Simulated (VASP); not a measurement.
# ZnS (P6_3mc) in VASP: a series of runs

The runs below take ZnS through single point, with PBEsol.

Everything below comes from runs of VASP 6.6.1. Logs are shortened: lines on timing, memory, paths and dates and some standing lists are left out, and cuts for length are marked.

## (1) The cell of the first run

Symmetry: P6_3mc, No. 186, hexagonal system. Conventional cell: a = 3.785 Å, b = 3.785 Å, c = 12.393 Å, α = 90.00°, β = 90.00°, γ = 120.00°. Within 2.7 Å of Zn (site symmetry 3m) lie 4 S at 2.07 to 2.41 Å. Zn (site symmetry 3m) has 4 S at 2.07 to 2.42 Å within 2.7 Å. S (site symmetry 3m) has 4 Zn at 2.07 to 2.42 Å within 2.7 Å. S (site symmetry 3m) has 4 Zn at 2.07 to 2.41 Å within 2.7 Å.

## (2) Single point, PBEsol (all Zn atoms moved +0.250 Å, as atom 1 along Cartesian [0 0 1])

INCAR reads:

```
SYSTEM = ZnS
  PREC = Accurate
  ENCUT = 520
  EDIFF = 1E-7
  ISMEAR = 0
  SIGMA = 0.05
  LREAL = .FALSE.
  LASPH = .TRUE.
  NELM = 80
  ALGO = Normal
  ISIF = 2
  LWAVE = .FALSE.
  LCHARG = .FALSE.
  GGA = PS
  NBANDS = 46
```

KPOINTS reads:

```
regular mesh
0
G
  12 12 4
  0 0 0
```

POSCAR reads:

```
ZnS
1.0
    3.7846846186      0.0000000000      0.0000000000
   -1.8923423093      3.2776330250      0.0000000000
    0.0000000000      0.0000000000     12.3926922670
Zn S
4 4
Direct
    0.0000000000      0.0000000000      0.0203154952
    0.0000000000      0.0000000000      0.5203154952
    0.3333333333      0.6666666667      0.2702409511
    0.6666666667      0.3333333333      0.7702409511
    0.0000000000      0.0000000000      0.1872166306
    0.0000000000      0.0000000000      0.6872166306
    0.3333333333      0.6666666667      0.4375732810
    0.6666666667      0.3333333333      0.9375732810
```

Potentials or basis: VASP PAW PBE potentials, release 64 (Zn, S).

Run with:

```bash
cat potpaw_PBE.64/Zn/POTCAR potpaw_PBE.64/S/POTCAR > POTCAR
mpirun -np 1 vasp_std > vasp.out
```

OUTCAR:

```text
SYSTEM = ZnS
   PREC = Accurate
   ENCUT = 520
   EDIFF = 1E-7
   ISMEAR = 0
   LREAL = .FALSE.
   LASPH = .TRUE.
   NELM = 80
   ISIF = 2
   GGA = PS

 ion  position               nearest neighbor table
   1  0.000  0.000  0.020-   5 2.07   8 2.41   8 2.41   8 2.41
   2  0.000  0.000  0.520-   6 2.07   7 2.41   7 2.41   7 2.41
   3  0.333  0.667  0.270-   7 2.07   5 2.42   5 2.42   5 2.42
   4  0.667  0.333  0.770-   8 2.07   6 2.42   6 2.42   6 2.42
   5  0.000  0.000  0.187-   1 2.07   3 2.42   3 2.42   3 2.42
   6  0.000  0.000  0.687-   2 2.07   4 2.42   4 2.42   4 2.42
   7  0.333  0.667  0.438-   3 2.07   2 2.41   2 2.41   2 2.41
   8  0.667  0.333  0.938-   4 2.07   1 2.41   1 2.41   1 2.41

  LATTYP: Found a hexagonal cell.
 ALAT       =     3.7846846186
 C/A-ratio  =     3.2744319582

  Lattice vectors:

 A1 = (   3.7846846186,   0.0000000000,   0.0000000000)
 A2 = (  -1.8923423093,   3.2776330250,   0.0000000000)
 A3 = (   0.0000000000,   0.0000000000,  12.3926922670)

Analysis of symmetry for initial positions (statically):
=====================================================================
 Subroutine PRICEL returns:
 Original cell was already a primitive cell.

 Routine SETGRP: Setting up the symmetry group for a
 hexagonal supercell.

 Subroutine GETGRP returns: Found 12 space group operations
 (whereof  6 operations were pure point group operations)
 out of a pool of 24 trial point group operations.

The static configuration has the point symmetry C_3v.
 The point group associated with its full space group is C_6v.

Analysis of symmetry for dynamics (positions and initial velocities):
=====================================================================
 Subroutine PRICEL returns:
 Original cell was already a primitive cell.

 Routine SETGRP: Setting up the symmetry group for a
 hexagonal supercell.

 Subroutine GETGRP returns: Found 12 space group operations
 (whereof  6 operations were pure point group operations)
 out of a pool of 24 trial point group operations.

The dynamic configuration has the point symmetry C_3v.
 The point group associated with its full space group is C_6v.

 Subroutine INISYM returns: Found 12 space group operations
 (whereof  6 operations are pure point group operations),
 and found     1 'primitive' translations

----------------------------------------------------------------------------------------

                                     Primitive cell

  volume of cell :     153.7290

  direct lattice vectors                    reciprocal lattice vectors
     3.784684619  0.000000000  0.000000000     0.264222809  0.152549110  0.000000000
    -1.892342309  3.277633025  0.000000000     0.000000000  0.305098219  0.000000000
     0.000000000  0.000000000 12.392692267     0.000000000  0.000000000  0.080692716

  length of vectors
     3.784684619  3.784684619 12.392692267     0.305098219  0.305098219  0.080692716

  position of ions in fractional coordinates (direct lattice)
     0.000000000  0.000000000  0.020315495
     0.000000000  0.000000000  0.520315495
     0.333333333  0.666666667  0.270240951
     0.666666667  0.333333333  0.770240951
     0.000000000  0.000000000  0.187216631
     0.000000000  0.000000000  0.687216631
     0.333333333  0.666666667  0.437573281
     0.666666667  0.333333333  0.937573281

  ion indices of the primitive-cell ions
   primitive index   ion index
                 1           1
                 2           2
                 3           3
                 4           4
                 5           5
                 6           6
                 7           7
                 8           8

----------------------------------------------------------------------------------------

 KPOINTS: regular mesh

Automatic generation of k-mesh.
 Grid dimensions read from file:
 generate k-points for:   12   12    4

 Generating k-lattice:

  Cartesian coordinates                     Fractional coordinates (reciprocal lattice)
     0.022018567  0.012712426  0.000000000     0.083333333  0.000000000  0.000000000
     0.000000000  0.025424852  0.000000000     0.000000000  0.083333333  0.000000000
     0.000000000  0.000000000  0.020173179     0.000000000  0.000000000  0.250000000

  Length of vectors
     0.025424852  0.025424852  0.020173179

  Shift w.r.t. Gamma in fractional coordinates (k-lattice)
     0.000000000  0.000000000  0.000000000

 Subroutine IBZKPT returns following result:
 ===========================================

 Found     57 irreducible k-points:

 Following reciprocal coordinates:
            Coordinates               Weight
  0.000000  0.000000  0.000000      1.000000
  0.083333  0.000000  0.000000      6.000000
  0.166667  0.000000  0.000000      6.000000
  0.250000  0.000000  0.000000      6.000000
  0.333333  0.000000  0.000000      6.000000
  0.416667  0.000000  0.000000      6.000000
[... 16 lines left out ...]
  0.250000  0.000000  0.250000     12.000000
  0.333333  0.000000  0.250000     12.000000
 [... further k-points ...]
   k-points           NKPTS =     57   k-points in BZ     NKDIM =     57   number of bands    NBANDS=     46
   number of dos      NEDOS =    301   number of ions     NIONS =      8
   total plane-waves  NPLWV =  75264
   dimension x,y,z NGX =    28 NGY =   28 NGZ =   96
   dimension x,y,z NGXF=    56 NGYF=   56 NGZF=  192
   ions per type =               4   4
   NGX,Y,Z   is equivalent  to a cutoff of  12.30, 12.30, 12.88 a.u.
   NGXF,Y,Z  is equivalent  to a cutoff of  24.60, 24.60, 25.76 a.u.
 SYSTEM =  ZnS
   PREC   = accura    normal or accurate (medium, high low for compatibility)
   ISTART =      0    job   : 0-new  1-cont  2-samecut
   ICHARG =      2    charge: 1-file 2-atom 10-const
   ISPIN  =      1    spin polarized calculation?
   LNONCOLLINEAR =      F non collinear calculations
   LSORBIT =      F    spin-orbit coupling
   LASPH  =      T    aspherical Exc in radial PAW
   ENCUT  =  520.0 eV  38.22 Ry    6.18 a.u.   7.04  7.04 23.04*2*pi/ulx,y,z
   NELM   =     80;   NELMIN=  2; NELMDL= -5     # of ELM steps
   EDIFF  = 0.1E-06   stopping-criterion for ELM
   LREAL  =      F    real-space projection
   EDIFFG = 0.1E-05   stopping-criterion for IOM
   NSW    =      0    number of steps for IOM
   IBRION =     -1    ionic relax: 0-MD 1-quasi-New 2-CG
   NFREE  =      0    steps in history (QN), initial steepest desc. (CG)
   ISIF   =      2    stress and relaxation
   ISYM   =      2    0-nonsym 1-usesym 2-fastsym
   POTIM  = 0.5000    time-step for ionic-motion
   TEBEG  =    0.0;   TEEND  =   0.0 temperature during run
   PSTRESS=    0.0 pullay stress
   NELECT =      72.0000    total number of electrons
   NUPDOWN=      -1.0000    fix difference up-down
   EMIN   =  10.00;   EMAX   =-10.00  energy-range for DOS
   EFERMI =   0.00;   METHOD = LEGACY
   ISMEAR =     0;   SIGMA  =   0.05  broadening in eV -4-tet -1-fermi 0-gaus
   EFERMI_NEDOS =   21; number of points for ismear=-14 and -15
   IALGO  =     38    algorithm
   IMIX   =      4    mixing-type and parameters
     AMIX     =   0.40;   BMIX     =  1.00
     AMIX_MAG =   1.60;   BMIX_MAG =  1.00
  volume/ion in A,a.u.               =      19.22       129.68
  Fermi-wavevector in a.u.,A,eV,Ry     =   1.271356  2.402514 21.991716  1.616346
  Thomas-Fermi vector in A             =   2.404293
   LORBIT       =      0    0 simple, 1 ext, 2 COOP (PROOUT), +10 PAW based schemes
   GGA     = PS    functional components
   LHFCALC =     F    Hartree Fock is set to
   AEXX    =    0.0000 exact exchange contribution
   IVDW    =     0    specifies the selected vdW correction
   LEPSILON=     F    determine dielectric tensor
   LRPA    =     F    only Hartree local field effects (RPA)
 non-spin polarized calculation
 Gauss-broadening in eV      SIGMA  =   0.05
  energy-cutoff  :      520.00
  volume of cell :      153.73
 maximum number of plane-waves:      4162
   NGX = 15   NGY = 15   NGZ = 47

 number of electron      71.9999987 magnetization

 Free energy of the ion-electron system (eV)
  ---------------------------------------------------
  ext. energy  EPLUGINS =         0.00000000
  ---------------------------------------------------
  free energy    TOTEN  =       -29.21028979 eV

  energy without entropy =      -29.21028979  energy(sigma->0) =      -29.21028979

 E-fermi :   2.6029     XC(G=0):  -9.9685

 val. band max:        2.3879191364   @ k =   0.0000   0.0000   0.0000
 cond. band min:       4.4174101207   @ k =   0.0000   0.0000   0.0000
 fundamental gap:      2.0294909843
 Fermi energy:         2.6028513328

 k-point     1 :       0.0000    0.0000    0.0000
  band No.  band energies     occupation
      1     -11.1660      2.00000
      2     -10.6841      2.00000
      3     -10.6791      2.00000
      4     -10.0834      2.00000
      5      -4.5981      2.00000
      6      -4.5869      2.00000
[... 38 lines left out ...]
     45       9.0601      0.00000
     46       9.3269      0.00000

 k-point     2 :       0.0833    0.0000    0.0000
  band No.  band energies     occupation
      1     -11.1186      2.00000
      2     -10.6461      2.00000
      3     -10.6412      2.00000
      4     -10.0613      2.00000
      5      -4.5871      2.00000
      6      -4.5761      2.00000
[... 38 lines left out ...]
     45       9.1871      0.00000
     46       9.2060      0.00000

 k-point     3 :       0.1667    0.0000    0.0000
  band No.  band energies     occupation
      1     -10.9830      2.00000
      2     -10.5392      2.00000
      3     -10.5346      2.00000
      4     -10.0022      2.00000
      5      -4.5582      2.00000
      6      -4.5469      2.00000
[... 1018 lines left out ...]
     45       9.2185      0.00000
     46       9.6047      0.00000

 k-point    24 :       0.3333    0.0000    0.2500
  band No.  band energies     occupation
      1     -10.5169      2.00000
      2     -10.3454      2.00000
      3     -10.0886      2.00000
      4      -9.8964      2.00000
      5      -4.4961      2.00000
      6      -4.4800      2.00000
[... 38 lines left out ...]
     45       9.2756      0.00000
     46       9.6822      0.00000

 [... further k-points ...]

------------------------ aborting loop because EDIFF is reached ----------------------------------------

  FORCE on cell =-STRESS in cart. coord.  units (eV):
  Direction    XX          YY          ZZ          XY          YZ          ZX
  --------------------------------------------------------------------------------------
  -------------------------------------------------------------------------------------
  Total       -2.8960805     -2.8960805     15.3628030      0.0000000      0.0000000      0.0000000
  in kB      -30.1832165    -30.1832165    160.1125433      0.0000000      0.0000000      0.0000000
  external PRESSURE =      33.2487035 kB  Pullay stress =       0.0000000 kB

 VOLUME and BASIS-vectors are now :
 -----------------------------------------------------------------------------
  energy-cutoff  :      520.00
  volume of cell :      153.73
      direct lattice vectors                 reciprocal lattice vectors
     3.784684619  0.000000000  0.000000000     0.264222809  0.152549110  0.000000000
    -1.892342309  3.277633025  0.000000000     0.000000000  0.305098219  0.000000000
     0.000000000  0.000000000 12.392692267     0.000000000  0.000000000  0.080692716

 POSITION                                       TOTAL-FORCE (eV/Angst)
 -----------------------------------------------------------------------------------
      0.00000      0.00000      0.25176        -0.000000      0.000000     -2.760397
      0.00000      0.00000      6.44811        -0.000000      0.000000     -2.760397
     -0.00000      2.18509      3.34901         0.000000     -0.000000     -2.708942
      1.89234      1.09254      9.54536        -0.000000      0.000000     -2.708942
      0.00000      0.00000      2.32012        -0.000000      0.000000      2.765437
      0.00000      0.00000      8.51646        -0.000000     -0.000000      2.765437
     -0.00000      2.18509      5.42271        -0.000000      0.000000      2.703901
      1.89234      1.09254     11.61906         0.000000      0.000000      2.703901
 -----------------------------------------------------------------------------------
    total drift:                               -0.000001     -0.000001     -0.006096

  FREE ENERGIE OF THE ION-ELECTRON SYSTEM (eV)
  ---------------------------------------------------
  free  energy   TOTEN  =       -29.2102897880 eV

  energy  without entropy=      -29.2102897880  energy(sigma->0) =      -29.21028979
```

Run time: 7.1 min. Hardware: 1 thread of Oxide Virtual Turin-like, shared host; peak memory 0.41 GiB.

Results:

```
Free energy            : -29.2103 eV
Pressure               : 3.3 GPa
Largest force          : 2.765 eV/Å
Band gap on the k mesh : 2.03 eV
```

Forces in eV/Å, atoms in the order of the input:
```
Zn   0.000  0.000 -2.760
Zn   0.000  0.000 -2.760
Zn   0.000  0.000 -2.709
Zn   0.000  0.000 -2.709
S    0.000  0.000  2.765
S    0.000  0.000  2.765
S    0.000  0.000  2.704
S    0.000  0.000  2.704
```

Stress tensor (GPa, compression positive):
```
-3.02  0.00  0.00
 0.00 -3.02  0.00
 0.00  0.00 16.01
```

Caveat: the cell differs from its parent crystal (all Zn atoms moved +0.250 Å, as atom 1 along Cartesian [0 0 1]); the stress differs along the axes, from -3 to 16 GPa; the PAW data sets were made with another functional, which shifts forces and pressure a little. A k mesh can miss the band edges.

## (3) Single point, PBEsol (all Zn atoms moved -0.125 Å, as atom 1 along Cartesian [0 0 1])

INCAR is that of step 2.

KPOINTS is that of step 2.

POSCAR reads:

```
ZnS
1.0
    3.7846846186      0.0000000000      0.0000000000
   -1.8923423093      3.2776330250      0.0000000000
    0.0000000000      0.0000000000     12.3926922670
Zn S
4 4
Direct
    0.0000000000      0.0000000000     -0.0099442733
    0.0000000000      0.0000000000      0.4900557267
    0.3333333333      0.6666666667      0.2399811826
    0.6666666667      0.3333333333      0.7399811826
    0.0000000000      0.0000000000      0.1872166306
    0.0000000000      0.0000000000      0.6872166306
    0.3333333333      0.6666666667      0.4375732810
    0.6666666667      0.3333333333      0.9375732810
```

Potentials or basis: VASP PAW PBE potentials, release 64 (Zn, S).

Run with:

```bash
cat potpaw_PBE.64/Zn/POTCAR potpaw_PBE.64/S/POTCAR > POTCAR
mpirun -np 1 vasp_std > vasp.out
```

It took 8.1 min on 1 thread of Oxide Virtual Turin-like, shared host; peak memory 0.41 GiB.

The run converged. Its results:

| Item | Value |
| --- | --- |
| Free energy | -30.1883 eV |
| Pressure | 0.7 GPa |
| Largest force | 0.579 eV/Å |
| Band gap on the k mesh | 2.12 eV |

Forces on the atoms (eV/Å):
```
Zn   0.000  0.000  0.572
Zn   0.000  0.000  0.572
Zn   0.000  0.000  0.571
Zn   0.000  0.000  0.571
S    0.000  0.000 -0.579
S    0.000  0.000 -0.579
S    0.000  0.000 -0.564
S    0.000  0.000 -0.564
```

Stress tensor (GPa, compression positive):
```
 2.18  0.00  0.00
 0.00  2.18  0.00
 0.00  0.00 -2.14
```

Levels at points of the mesh, in eV from the valence-band top:
| k point | band 33 | band 34 | band 35 | band 36 | band 37 | band 38 | band 39 | band 40 |
| --- | --- | --- | --- | --- | --- | --- | --- | --- |
| (0.00, 0.00, 0.00) | -0.51 | -0.10 | -0.10 | 0.00 | 2.12 | 2.91 | 3.19 | 3.47 |
| (0.50, 0.00, 0.00) | -1.84 | -1.55 | -1.18 | -1.04 | 3.16 | 3.23 | 3.55 | 4.10 |
| (0.00, 0.00, 0.50) | -0.23 | -0.23 | -0.23 | -0.23 | 2.93 | 2.93 | 3.08 | 3.08 |
| (0.50, 0.00, 0.50) | -1.44 | -1.44 | -1.39 | -1.39 | 3.47 | 3.47 | 3.90 | 3.90 |

Caveat: the cell differs from its parent crystal (all Zn atoms moved -0.125 Å, as atom 1 along Cartesian [0 0 1]); the PAW data sets were made with another functional, which shifts forces and pressure a little. A k mesh can miss the band edges.
